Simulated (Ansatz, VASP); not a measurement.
Two plane-wave programs on KBr

```xyz
2
Lattice="0.0000 3.4365 3.4365 3.2925 0.1440 3.2925 3.2925 3.2925 0.1440" Properties=species:S:1:pos:R:3 pbc="T T T"
K     0.0000    0.0000    0.0000
Br    3.2925    3.4365    3.4365
```

Change from the starting cell: strain +0.0875 x Voigt [0, 0, 0, 1, 0, 0], atoms carried along.

Alike in both runs: task single point; functional PBE; k mesh 6 × 6 × 6; occupations gaussian, width 0.05 eV; no spin polarisation.

|  | VASP | Ansatz |
| --- | --- | --- |
| version | VASP 6.6.1 | Ansatz 0.2.0 |
| potentials or method | VASP PAW PBE potentials, release 64 (K_sv, Br), cutoff 520 eV | scalar-relativistic, plane waves, PAW |
| valence electrons in the cell | 16 | 16 |

```tsv
	VASP	Ansatz	Ansatz less VASP
gap on the k mesh at the Fermi level (eV)	4.32	4.33	+0.002
least direct gap on the mesh (eV)	4.32	4.33	+0.002
pressure (GPa)	0.9	0.8	-0.04
traceless stress, the component that is largest in VASP (GPa)	-0.44	-0.44	-0.004
```
